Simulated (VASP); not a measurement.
ZnCu:

```
Zn Cu
1.0
     2.94500    0.00000    0.00000
     0.00000    2.94500    0.00000
     0.00000    0.00000    2.94500
Zn Cu
1 1
Cartesian
  1.4725 1.4725 1.4725
  0.0000 0.0000 0.0000
```

Base run:

* Program: VASP 6.6.1
* Functional: PBE
* Potentials or basis: VASP PAW PBE potentials, release 64 (Zn, Cu)
* Cutoff: 520 eV
* k mesh: 8 × 8 × 8
* Occupations: gaussian, width 0.1 eV
* Spin: no spin polarisation

Its results: pressure 3.1 GPa.

Q: The run is repeated on the same cell with these changes: k mesh from 8 × 8 × 8 to 5 × 5 × 5. What comes out?

A: Pressure 3.6 GPa.

Caveats: some runs use coarse meshes.
